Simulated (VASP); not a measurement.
## Li3Si2N: single point with PBE

The system is Li3Si2N.

```
Li Si N
1.0
     2.42611    1.40072    3.80456
    -2.42611    1.40072    3.80456
     0.00000   -2.80143    3.80456
Li Si N
3 2 1
Direct
  0.50000 0.50000 0.00000
  0.00000 0.50000 0.50000
  0.50000 0.00000 0.50000
  0.20738 0.20738 0.20738
  0.79262 0.79262 0.79262
  0.00000 0.00000 0.00000
```

- Program: VASP 6.6.1
- Task: single point
- Functional: PBE
- Potentials or basis: VASP PAW PBE potentials, release 64 (Li_sv, Si, N)
- Cutoff: 520 eV
- k mesh: 6 × 6 × 6
- Occupations: gaussian, width 0.1 eV
- Spin: no spin polarisation
- Dipole correction: no
- Further INCAR settings: ALGO = Normal; EDIFF = 1e-07; NBANDS = 20

The largest force is 9.514 eV/Å and the band gap on the k mesh is zero (band 11 reaches 5.48 eV, above the bottom of band 12 at 4.49 eV).

Forces on the atoms (eV/Å):
```
Li   0.000  0.000  0.000
Li   0.000  0.000  0.000
Li   0.000  0.000  0.000
Si   0.000  0.000 -9.514
Si   0.000  0.000  9.514
N    0.000  0.000  0.000
```

Levels at points of the mesh, in eV from the Fermi level:
```tsv
k point	band 9	band 10	band 11	band 12	band 13	band 14
(0.00, 0.00, 0.00)	-2.73	-1.46	-1.46	0.52	0.54	0.54
(0.50, 0.00, 0.00)	-2.52	-2.35	-1.08	0.12	1.56	2.28
(0.50, 0.50, 0.00)	-2.93	-0.88	0.70	1.23	1.69	1.83
(0.50, 0.50, 0.50)	-3.00	0.00	0.50	0.50	0.85	0.85
```

It took 20 s on 1 thread of Intel(R) Xeon(R) 6975P-C (Granite Rapids), on a shared host, peak memory 0.21 GiB.

Caveat: forces of over 1 eV/Å act on the atoms, so gaps and moduli don't describe the material at rest.
